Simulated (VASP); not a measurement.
# Rh: electric field gradients with PBE

Rh:

```
Rh
1.0
     0.00000    2.59933    2.59933
     2.59933    0.00000    2.59933
     2.59933    2.59933    0.00000
Rh
2
Cartesian
  -0.6498 -0.6498 -0.6498
  0.6498 0.6498 0.6498
```

```
Program                : VASP 6.6.1
Task                   : electric field gradients
Functional             : PBE
Potentials or basis    : VASP PAW PBE potentials, release 64 (Rh_pv)
Cutoff                 : 520 eV
k mesh                 : 10 × 10 × 10
Occupations            : fermi-dirac, width 0.05 eV
Spin                   : no spin polarisation
Dipole correction      : no
Further INCAR settings : ALGO = Normal; EDIFF = 1e-08; NBANDS = 22
```

| Item | Value |
| --- | --- |
| Pressure | 35.6 GPa |
| Band gap on the k mesh | zero (band 15 reaches 9.62 eV, above the bottom of band 16 at 8.06 eV) |

Levels at points of the mesh, in eV from the Fermi level:
| k point | band 12 | band 13 | band 14 | band 15 | band 16 | band 17 | band 18 | band 19 |
| --- | --- | --- | --- | --- | --- | --- | --- | --- |
| (0.00, 0.00, 0.00) | -4.78 | -1.77 | -1.77 | -1.77 | 0.58 | 0.58 | 13.06 | 13.45 |
| (0.50, 0.00, 0.00) | -4.33 | -1.10 | -1.09 | -1.09 | 0.14 | 0.14 | 2.25 | 10.61 |
| (0.50, 0.50, 0.00) | -2.70 | -2.50 | -2.50 | 0.44 | 0.44 | 2.64 | 2.64 | 5.08 |

Run time: 41 s on 1 thread of Intel Xeon 6975P-C, on a shared host, peak memory 0.17 GiB.

Caveat: without QUAD_EFG the Cq values of the log hold for a quadrupole moment of 1 mb, not for the nuclei.
